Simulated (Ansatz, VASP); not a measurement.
Sb: VASP beside Ansatz

INCAR

```
ALGO     = Normal         # electronic algorithm
EDIFF    = 1E-6           # SCF threshold, eV
ENCUT    = 520            # plane-wave cutoff, eV
GGA      = CA             # functional
ISIF     = 2              # what is computed and relaxed
ISMEAR   = -1             # smearing method
LASPH    = True           # aspherical terms in the spheres
LCHARG   = True           # write CHGCAR
LELF     = True           # ELF
LREAL    = False          # projectors in reciprocal space
LVHAR    = True         
LWAVE    = False          # write WAVECAR
NBANDS   = 12             # bands
NELM     = 100            # most SCF steps
PREC     = Accurate       # precision mode
SIGMA    = 0.05           # smearing width, eV
```

File KPOINTS:

```
k-points
0
Gamma
  9 9 5
```

File POSCAR:

```
Sb
1.0
    3.3986760653      0.0000000000      0.0000000000
   -1.6993380327      2.9433398118      0.0000000000
    0.0000000000      0.0000000000      5.5421447030
Sb
2
Direct
    0.6666666667      0.3333333333      0.7500000000
    0.3333333333      0.6666666667      0.2500000000
```

Contents of input.yaml:

```yaml
crystal:
  lattice:
    - [3.3986760653, 0.0, 0.0]
    - [-1.6993380327, 2.9433398118, 0.0]
    - [0.0, 0.0, 5.542144703]
  atoms:
    - { symbol: Sb, position: [0.6666666667, 0.3333333333, 0.75] }
    - { symbol: Sb, position: [0.3333333333, 0.6666666667, 0.25] }
hamiltonian:
  xc: lda
  pseudopotentials: { kind: paw }
kpoints:
  mp_grid: { grid: [9, 9, 5] }
scf:
  occupations: { method: fermi_dirac, width: 0.05 }
output:
  forces: true
  stress: true
  eigenvalues: true
```

Alike in both runs: task single point; functional LDA; k mesh 9 × 9 × 5; occupations fermi-dirac, width 0.05 eV; no spin polarisation.

|  | VASP | Ansatz |
| --- | --- | --- |
| version | VASP 6.6.1 | Ansatz 0.2.0 |
| potentials or method | VASP PAW LDA potentials, release 64 (Sb) | Ansatz PAW |
| plane-wave cutoff (eV) | 520 | 420 |
| valence electrons in the cell | 10 | 30 |

|  | VASP | Ansatz | Ansatz less VASP |
| --- | --- | --- | --- |
| gap on the k mesh at the Fermi level (eV) | none | none | - |
| pressure (GPa) | -4.8 | -4.8 | -0.03 |
| traceless stress, the component that is largest in VASP (GPa) | -0.25 | -0.25 | +0.002 |

LDA's correlation is that of Perdew and Zunger in VASP and of Perdew and Wang (1992) in Ansatz. A gap of «none» marks a metal or a gap that the smearing closes. VASP's potentials hold 10 valence electrons a cell and Ansatz's 30, so a difference there can come from the potentials and not from the codes.

Neither program's run includes spin-orbit coupling.
